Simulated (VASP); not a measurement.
# Ga (Fm-3m) in VASP: further runs, part 2 of 2

VASP 6.6.1.

### 3 Single point, revPBE (volume scaled by 0.96)

The input, INCAR:

```
PREC = Accurate
ENCUT = 520
EDIFF = 1E-6
ISMEAR = -1
SIGMA = 0.1
LREAL = F
LASPH = T
NELM = 60
ALGO = Normal
ISIF = 2
LWAVE = F
LCHARG = F
GGA = RE
NBANDS = 12
```

The input, KPOINTS:

```
Automatic mesh
0
Gamma
  14 14 14
```

The input, POSCAR:

```
Ga
1.0
    0.0000000000      2.1076227681      2.1076227681
    2.1076227681      0.0000000000      2.1076227681
    2.1076227681      2.1076227681      0.0000000000
Ga
1
Direct
    0.0000000000      0.0000000000      0.0000000000
```

Potentials or basis: VASP PAW PBE potentials, release 64 (Ga_d).

Started as:

```
> cat potpaw_PBE.64/Ga_d/POTCAR > POTCAR
> mpirun -np 1 vasp_std > vasp.out
```

OUTCAR:

```text
PREC = Accurate
   ENCUT = 520
   EDIFF = 1E-6
   ISMEAR = -1
   LREAL = F
   LASPH = T
   NELM = 60
   ISIF = 2
   GGA = RE

 ion  position               nearest neighbor table
   1  0.000  0.000  0.000-

  LATTYP: Found a face centered cubic cell.
 ALAT       =     4.2152455362

  Lattice vectors:

 A1 = (   0.0000000000,   2.1076227681,   2.1076227681)
 A2 = (   2.1076227681,   0.0000000000,   2.1076227681)
 A3 = (   2.1076227681,   2.1076227681,   0.0000000000)

Analysis of symmetry for initial positions (statically):
=====================================================================
 Subroutine PRICEL returns:
 Original cell was already a primitive cell.

 Routine SETGRP: Setting up the symmetry group for a
 face centered cubic supercell.

 Subroutine GETGRP returns: Found 48 space group operations
 (whereof 48 operations were pure point group operations)
 out of a pool of 48 trial point group operations.

The static configuration has the point symmetry O_h .

Analysis of symmetry for dynamics (positions and initial velocities):
=====================================================================
 Subroutine PRICEL returns:
 Original cell was already a primitive cell.

 Routine SETGRP: Setting up the symmetry group for a
 face centered cubic supercell.

 Subroutine GETGRP returns: Found 48 space group operations
 (whereof 48 operations were pure point group operations)
 out of a pool of 48 trial point group operations.

The dynamic configuration has the point symmetry O_h .

 Subroutine INISYM returns: Found 48 space group operations
 (whereof 48 operations are pure point group operations),
 and found     1 'primitive' translations

----------------------------------------------------------------------------------------

                                     Primitive cell

  volume of cell :      18.7244

  direct lattice vectors                    reciprocal lattice vectors
     0.000000000  2.107622768  2.107622768    -0.237234104  0.237234104  0.237234104
     2.107622768  0.000000000  2.107622768     0.237234104 -0.237234104  0.237234104
     2.107622768  2.107622768  0.000000000     0.237234104  0.237234104 -0.237234104

  length of vectors
     2.980628703  2.980628703  2.980628703     0.410901522  0.410901522  0.410901522

  position of ions in fractional coordinates (direct lattice)
     0.000000000  0.000000000  0.000000000

  ion indices of the primitive-cell ions
   primitive index   ion index
                 1           1

----------------------------------------------------------------------------------------

 KPOINTS: Automatic mesh

Automatic generation of k-mesh.
 Grid dimensions read from file:
 generate k-points for:   14   14   14

 Generating k-lattice:

  Cartesian coordinates                     Fractional coordinates (reciprocal lattice)
    -0.016945293  0.016945293  0.016945293     0.071428571  0.000000000  0.000000000
     0.016945293 -0.016945293  0.016945293     0.000000000  0.071428571  0.000000000
     0.016945293  0.016945293 -0.016945293     0.000000000  0.000000000  0.071428571

  Length of vectors
     0.029350109  0.029350109  0.029350109

  Shift w.r.t. Gamma in fractional coordinates (k-lattice)
     0.000000000  0.000000000  0.000000000

 Subroutine IBZKPT returns following result:
 ===========================================

 Found    104 irreducible k-points:

 Following reciprocal coordinates:
            Coordinates               Weight
  0.000000  0.000000  0.000000      1.000000
  0.071429  0.000000  0.000000      8.000000
  0.142857  0.000000  0.000000      8.000000
  0.214286  0.000000  0.000000      8.000000
  0.285714  0.000000  0.000000      8.000000
  0.357143  0.000000  0.000000      8.000000
[... 16 lines left out ...]
  0.214286  0.142857  0.000000     24.000000
  0.285714  0.142857  0.000000     24.000000
 [... further k-points ...]
   k-points           NKPTS =    104   k-points in BZ     NKDIM =    104   number of bands    NBANDS=     12
   number of dos      NEDOS =    301   number of ions     NIONS =      1
   total plane-waves  NPLWV =  13824
   dimension x,y,z NGX =    24 NGY =   24 NGZ =   24
   dimension x,y,z NGXF=    48 NGYF=   48 NGZF=   48
   ions per type =               1
   NGX,Y,Z   is equivalent  to a cutoff of  13.39, 13.39, 13.39 a.u.
   NGXF,Y,Z  is equivalent  to a cutoff of  26.77, 26.77, 26.77 a.u.
 SYSTEM =  unknown system
   PREC   = accura    normal or accurate (medium, high low for compatibility)
   ISTART =      0    job   : 0-new  1-cont  2-samecut
   ICHARG =      2    charge: 1-file 2-atom 10-const
   ISPIN  =      1    spin polarized calculation?
   LNONCOLLINEAR =      F non collinear calculations
   LSORBIT =      F    spin-orbit coupling
   LASPH  =      T    aspherical Exc in radial PAW
   ENCUT  =  520.0 eV  38.22 Ry    6.18 a.u.   5.54  5.54  5.54*2*pi/ulx,y,z
   NELM   =     60;   NELMIN=  2; NELMDL= -5     # of ELM steps
   EDIFF  = 0.1E-05   stopping-criterion for ELM
   LREAL  =      F    real-space projection
   EDIFFG = 0.1E-04   stopping-criterion for IOM
   NSW    =      0    number of steps for IOM
   IBRION =     -1    ionic relax: 0-MD 1-quasi-New 2-CG
   NFREE  =      0    steps in history (QN), initial steepest desc. (CG)
   ISIF   =      2    stress and relaxation
   ISYM   =      2    0-nonsym 1-usesym 2-fastsym
   POTIM  = 0.5000    time-step for ionic-motion
   TEBEG  =    0.0;   TEEND  =   0.0 temperature during run
   PSTRESS=    0.0 pullay stress
   NELECT =      13.0000    total number of electrons
   NUPDOWN=      -1.0000    fix difference up-down
   EMIN   =  10.00;   EMAX   =-10.00  energy-range for DOS
   EFERMI =   0.00;   METHOD = LEGACY
   ISMEAR =    -1;   SIGMA  =   0.10  broadening in eV -4-tet -1-fermi 0-gaus
   EFERMI_NEDOS =   21; number of points for ismear=-14 and -15
   IALGO  =     38    algorithm
   IMIX   =      4    mixing-type and parameters
     AMIX     =   0.40;   BMIX     =  1.00
     AMIX_MAG =   1.60;   BMIX_MAG =  1.00
  volume/ion in A,a.u.               =      18.72       126.36
  Fermi-wavevector in a.u.,A,eV,Ry     =   1.449616  2.739378 28.591112  2.101387
  Thomas-Fermi vector in A             =   2.567323
   LORBIT       =      0    0 simple, 1 ext, 2 COOP (PROOUT), +10 PAW based schemes
   GGA     = RE    functional components
   LHFCALC =     F    Hartree Fock is set to
   AEXX    =    0.0000 exact exchange contribution
   IVDW    =     0    specifies the selected vdW correction
   LEPSILON=     F    determine dielectric tensor
   LRPA    =     F    only Hartree local field effects (RPA)
 non-spin polarized calculation
  energy-cutoff  :      520.00
  volume of cell :       18.72
 maximum number of plane-waves:       531
 NGX is ok and might be reduce to    24
   NGX = 11   NGY = 11   NGZ = 11

 number of electron      13.0000008 magnetization

 Free energy of the ion-electron system (eV)
  ---------------------------------------------------
  ext. energy  EPLUGINS =         0.00000000
  ---------------------------------------------------
  free energy    TOTEN  =        -2.59847069 eV

  energy without entropy =       -2.58588315  energy(sigma->0) =       -2.59217692

 E-fermi :   5.7914     XC(G=0): -10.9587

 val. band max:        5.7377075899   @ k =   0.5000   0.2857   0.0000
 cond. band min:       5.8694248640   @ k =   0.4286   0.4286   0.0000
 fundamental gap:      0.1317172741
 Fermi energy:         5.7914012319

 k-point     1 :       0.0000    0.0000    0.0000
  band No.  band energies     occupation
      1      -9.2066      2.00000
      2      -9.2066      2.00000
      3      -9.2066      2.00000
      4      -9.0847      2.00000
      5      -9.0847      2.00000
      6      -5.3718      2.00000
      7      18.0753      0.00000
      8      18.0753      0.00000
      9      18.0753      0.00000
     10      21.5633      0.00000
     11      21.8406      0.00000
     12      21.8406      0.00000
[... 331 lines left out ...]
 k-point    24 :       0.2857    0.1429    0.0000
  band No.  band energies     occupation
      1      -9.2561      2.00000
      2      -9.1652      2.00000
      3      -9.1365      2.00000
      4      -9.1085      2.00000
      5      -9.0311      2.00000
      6      -3.4164      2.00000
      7      10.2111      0.00000
      8      14.0210      0.00000
      9      15.0313      0.00000
     10      17.7133      0.00000
     11      20.3539      0.00000
     12      25.7323      0.00000

 [... further k-points ...]

------------------------ aborting loop because EDIFF is reached ----------------------------------------

  FORCE on cell =-STRESS in cart. coord.  units (eV):
  Direction    XX          YY          ZZ          XY          YZ          ZX
  --------------------------------------------------------------------------------------
  -------------------------------------------------------------------------------------
  Total        0.2209005      0.2209005      0.2209005     -0.0000000     -0.0000000      0.0000000
  in kB       18.9016022     18.9016022     18.9016022     -0.0000000     -0.0000000      0.0000000
  external PRESSURE =      18.9016022 kB  Pullay stress =       0.0000000 kB

 VOLUME and BASIS-vectors are now :
 -----------------------------------------------------------------------------
  energy-cutoff  :      520.00
  volume of cell :       18.72
      direct lattice vectors                 reciprocal lattice vectors
     0.000000000  2.107622768  2.107622768    -0.237234104  0.237234104  0.237234104
     2.107622768  0.000000000  2.107622768     0.237234104 -0.237234104  0.237234104
     2.107622768  2.107622768  0.000000000     0.237234104  0.237234104 -0.237234104

 POSITION                                       TOTAL-FORCE (eV/Angst)
 -----------------------------------------------------------------------------------
      0.00000      0.00000      0.00000         0.000000      0.000000     -0.000000
 -----------------------------------------------------------------------------------
    total drift:                               -0.000000     -0.000000     -0.000000

  FREE ENERGIE OF THE ION-ELECTRON SYSTEM (eV)
  ---------------------------------------------------
  free  energy   TOTEN  =        -2.5984706896 eV

  energy  without entropy=       -2.5858831451  energy(sigma->0) =       -2.59217692
```

Run time: 21 s. Hardware: 1 thread of AMD EPYC 7R13 (Zen 3), shared host; peak memory 0.12 GiB.

What came out:

```yaml
Free_energy: -2.5985 eV
Pressure: 1.9 GPa
```

Caveat: the cell differs from its parent crystal (volume scaled by 0.96); the PAW data sets were made with another functional, which shifts forces and pressure a little.

### 4 Single point, revPBE

This run uses another cell than the first one, of 19.50 Å³/atom, 1.087 times its volume.

The input, INCAR:

```
SYSTEM = Ga
PREC = Accurate
ENCUT = 520
EDIFF = 1E-7
ISMEAR = -1
SIGMA = 0.1
LREAL = .False.
LASPH = .True.
NELM = 100
ALGO = Normal
ISIF = 2
LWAVE = .False.
LCHARG = .False.
GGA = RE
NBANDS = 12
```

The input, KPOINTS:

```
regular mesh
0
Gamma
  14 14 14
  0 0 0
```

The input, POSCAR:

```
Ga
1.0
    0.0000000000      2.1364979010      2.1364979010
    2.1364979010      0.0000000000      2.1364979010
    2.1364979010      2.1364979010      0.0000000000
Ga
1
Direct
    0.0000000000      0.0000000000      0.0000000000
```

Started as:

```
> cat potpaw_PBE.64/Ga_d/POTCAR > POTCAR
> mpirun -np 1 vasp_std > vasp.out
```

Run time: 28 s. Hardware: 1 thread of AMD EPYC 7R13 (Zen 3), shared host; peak memory 0.12 GiB.

The run converged. Its results:

- Free energy: -2.6028 eV
- Pressure: -0.1 GPa

Levels at points of the mesh, in eV from the Fermi level:
```csv
k point,band 3,band 4,band 5,band 6,band 7,band 8,band 9,band 10
"(0.00, 0.00, 0.00)",-14.95,-14.84,-14.84,-10.84,11.85,11.85,11.85,15.56
"(0.50, 0.00, 0.00)",-14.94,-14.74,-14.74,-4.95,-3.87,9.56,9.56,14.19
"(0.50, 0.50, 0.00)",-14.75,-14.72,-14.72,-2.49,-2.42,4.80,4.80,8.18
```

Caveat: the PAW data sets were made with another functional, which shifts forces and pressure a little.

### 5 Single point, revPBE (volume scaled by 1.04)

The input, INCAR:

```
PREC = Accurate
ENCUT = 520
EDIFF = 1E-6
ISMEAR = -1
SIGMA = 0.1
LREAL = False
LASPH = True
NELM = 60
ALGO = Normal
ISIF = 2
LWAVE = False
LCHARG = True
GGA = RE
LELF = True
LVHAR = True
NBANDS = 12
```

The input, KPOINTS:

```
regular mesh
0
Gamma
  14 14 14
```

The input, POSCAR:

```
Ga
1.0
    0.0000000000      2.1646129396      2.1646129396
    2.1646129396      0.0000000000      2.1646129396
    2.1646129396      2.1646129396      0.0000000000
Ga
1
Direct
    0.0000000000      0.0000000000      0.0000000000
```

Started as:

```
> cat potpaw_PBE.64/Ga_d/POTCAR > POTCAR
> mpirun -np 1 vasp_std > vasp.out
```

Run time: 23 s. Hardware: 1 thread of AMD EPYC 7R13 (Zen 3), shared host; peak memory 0.12 GiB.

The run converged. Its results:

- Free energy: -2.5983 eV
- Pressure: -1.7 GPa

Levels at points of the mesh, in eV from the Fermi level:
| k point | band 4 | band 5 | band 6 | band 7 | band 8 | band 9 |
| --- | --- | --- | --- | --- | --- | --- |
| (0.00, 0.00, 0.00) | -14.81 | -14.81 | -10.54 | 11.45 | 11.45 | 11.45 |
| (0.50, 0.00, 0.00) | -14.72 | -14.72 | -4.91 | -3.67 | 9.26 | 9.26 |
| (0.50, 0.50, 0.00) | -14.70 | -14.70 | -2.48 | -2.34 | 4.69 | 4.69 |

Caveat: the cell differs from its parent crystal (volume scaled by 1.04); the PAW data sets were made with another functional, which shifts forces and pressure a little.

### 6 The runs side by side

```csv
cell,gap on the mesh (eV),pressure (GPa)
"a = 2.939 Å, angles 60.0°, 1 atom",none,4.5
"a = 2.981 Å, angles 60.0°, 1 atom",none,1.9
"a = 3.021 Å, angles 60.0°, 1 atom",none,-0.1
"a = 3.061 Å, angles 60.0°, 1 atom",none,-1.7
```

Alike in all rows: task single point; level revPBE; potentials or basis VASP PAW PBE potentials, release 64 (Ga_d); no spin polarisation; k mesh 14 × 14 × 14; cutoff (eV) 520; smearing fermi-dirac 0.1 eV.

Caveats: the PAW data sets were made with another functional, which shifts forces and pressure a little.

Total energies depend on the potentials used, so only differences within one code and one set of settings carry meaning.
